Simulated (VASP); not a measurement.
Write the native input for VASP 6.6.1 that does the following.

| Property | Result |
| --- | --- |
| Task | single point |
| Functional | PBE |
| Potentials or basis | VASP PAW PBE potentials, release 64 (C, O, H) |
| Cutoff | 520 eV |
| k mesh | 2 × 2 × 1 |
| Occupations | gaussian, width 0.05 eV |
| Spin | no spin polarisation |
| Dipole correction | no |
| Further INCAR settings | LREAL = Auto; ALGO = Normal; EDIFF = 1e-07; NBANDS = 56 |

The structure of H2C18O lies in POSCAR:

```
H2C18O
1.0
    7.3980000000      0.0000000000      0.0000000000
   -3.6990000000      6.4068560000      0.0000000000
    0.0000000000      0.0000000000     11.0000000000
C O H
18 1 2
Direct
    0.0148207997      0.0064950734      0.0652579091
    0.2361040464      0.1172024157      0.0652694545
    0.0130628449      0.3403752168      0.0649295455
    0.2379011100      0.4527362563      0.0651199091
    0.0152328843      0.6754192696      0.0651052727
    0.2356302941      0.7856071683      0.0652744545
    0.3462420029      0.0069108780      0.0653971818
    0.5712019538      0.1194550026      0.0654935455
    0.3485570874      0.3421255293      0.0652178182
    0.5689793412      0.4523231051      0.0652212727
    0.3480766152      0.6731278181      0.0652799091
    0.5693879094      0.7837352673      0.0654419091
    0.6819201880      0.0087314277      0.0655510909
    0.9024634879      0.1190551185      0.0652273636
    0.6815267388      0.3399542615      0.0651645455
    0.9028433088      0.4505587452      0.0649020000
    0.6796879274      0.6736151086      0.0652744545
    0.9046125449      0.7860847817      0.0652227273
    0.8449802770      0.2204514976      0.3898788182
    0.7511486793      0.2493279075      0.4366925455
    0.7643948647      0.1488819165      0.3181692727
```

One way to write it, as run:

INCAR

```
SYSTEM = H2C18O
PREC     = Accurate       ! precision mode
ENCUT    = 520            ! plane-wave cutoff, eV
EDIFF    = 1E-7           ! SCF threshold, eV
ISMEAR   = 0              ! smearing method
SIGMA    = 0.05           ! smearing width, eV
LREAL    = Auto         
LASPH    = .True.         ! aspherical terms in the spheres
NELM     = 60             ! most SCF steps
ALGO     = Normal         ! electronic algorithm
ISIF     = 2              ! what is computed and relaxed
LWAVE    = .False.        ! write WAVECAR
LCHARG   = .False.        ! write CHGCAR
GGA      = PE             ! functional
NBANDS   = 56             ! bands
```

KPOINTS

```
Automatic mesh
0
Gamma
  2 2 1
  0 0 0
```

Potentials or basis: VASP PAW PBE potentials, release 64 (C, O, H).

Run with:

```sh
$ cat potpaw_PBE.64/C/POTCAR potpaw_PBE.64/O/POTCAR potpaw_PBE.64/H/POTCAR > POTCAR
$ mpirun -np 1 vasp_std > vasp.out
```

It gave:

- Largest force: 0.130 eV/Å
- Band gap on the k mesh: 0.22 eV, direct

Caveat: the k points lie up to 0.49 Å⁻¹ apart.

It took 2.9 min on 1 thread of Intel(R) Xeon(R) 6975P-C (Granite Rapids), with other jobs on the host, peak memory 0.6 GiB.
